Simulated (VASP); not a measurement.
GaN:

```
Ga N
1.0
     0.00000    2.16333    2.16333
     2.16333    0.00000    2.16333
     2.16333    2.16333    0.00000
Ga N
1 1
Direct
  0.00000 0.00000 0.00000
  0.50000 0.50000 0.50000
```

Program: VASP 6.6.1. Alike in all runs: task single point; no spin polarisation; cell as given; cutoff (eV) 520; smearing fermi-dirac 0.05 eV.

Problem. Order these runs on this cell by their pressure, lowest first.
A. level r2SCAN; potentials or basis VASP PAW PBE potentials, release 64 (Ga_d, N); k mesh 11 × 11 × 11
B. level LDA; potentials or basis VASP PAW LDA potentials, release 64 (Ga_d, N); k mesh 11 × 11 × 11
C. level PBE0; potentials or basis VASP PAW PBE potentials, release 64 (Ga_d, N); k mesh 6 × 6 × 6; grid for exact exchange (PRECFOCK) Normal

Solution. B (-19.0 GPa), C (-16.8 GPa), A (-15.1 GPa).

Caveats: the PAW data sets were made with another functional, which shifts forces and pressure a little (some runs).
